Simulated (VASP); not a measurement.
Write the native input for VASP 6.6.1 that does the following.

| Property | Result |
| --- | --- |
| Task | single point |
| Functional | r2SCAN |
| Potentials or basis | VASP PAW PBE potentials, release 64 (Tl_d) |
| Cutoff | 520 eV |
| k mesh | 12 × 12 × 12 |
| Occupations | fermi-dirac, width 0.1 eV |
| Spin | no spin polarisation |
| Dipole correction | no |
| Further INCAR settings | ALGO = Normal; EDIFF = 1e-07; NBANDS = 12 |

Tl:

```
Tl
1.0
     0.00000    2.43006    2.43006
     2.43006    0.00000    2.43006
     2.43006    2.43006    0.00000
Tl
1
Direct
  0.00000 0.00000 0.00000
```

This cell differs from its parent crystal: volume scaled by 0.96.

One way to write it, as run:

POSCAR

```
Tl
1.0
    0.0000000000      2.4300579771      2.4300579771
    2.4300579771      0.0000000000      2.4300579771
    2.4300579771      2.4300579771      0.0000000000
Tl
1
Direct
    0.0000000000      0.0000000000      0.0000000000
```

INCAR.step1

```
SYSTEM = Tl
  ALGO = Normal
  EDIFF = 1E-4
  ENCUT = 520
  GGA = PE
  ISMEAR = -1
  LASPH = .True.
  LCHARG = .False.
  LREAL = .False.
  LWAVE = .True.
  NBANDS = 12
  NELM = 60
  PREC = Accurate
  SIGMA = 0.1
```

INCAR.step2

```
SYSTEM = Tl
  ALGO = Normal
  EDIFF = 1E-7
  ENCUT = 520
  ISIF = 2
  ISMEAR = -1
  ISTART = 1
  LASPH = .True.
  LCHARG = .False.
  LMIXTAU = .True.
  LREAL = .False.
  LWAVE = .False.
  METAGGA = R2SCAN
  NBANDS = 12
  NELM = 60
  PREC = Accurate
  SIGMA = 0.1
```

KPOINTS

```
k-points
0
Gamma
  12 12 12
  0 0 0
```

Potentials or basis: VASP PAW PBE potentials, release 64 (Tl_d).

The run is started by

```console
$ cat potpaw_PBE.64/Tl_d/POTCAR > POTCAR
$ cp INCAR.step1 INCAR
$ mpirun -np 1 vasp_std > vasp.out
$ cp INCAR.step2 INCAR
$ mpirun -np 1 vasp_std > vasp.out
```

Results of the run:

```json
{
  "Pressure": "1.5 GPa"
}
```

Caveat: the PAW data sets were made with another functional, which shifts forces and pressure a little.

It took 99 s on 1 thread of AMD EPYC 9R45 96-Core Processor (Zen 5) (shared host), peak memory 0.14 GiB.
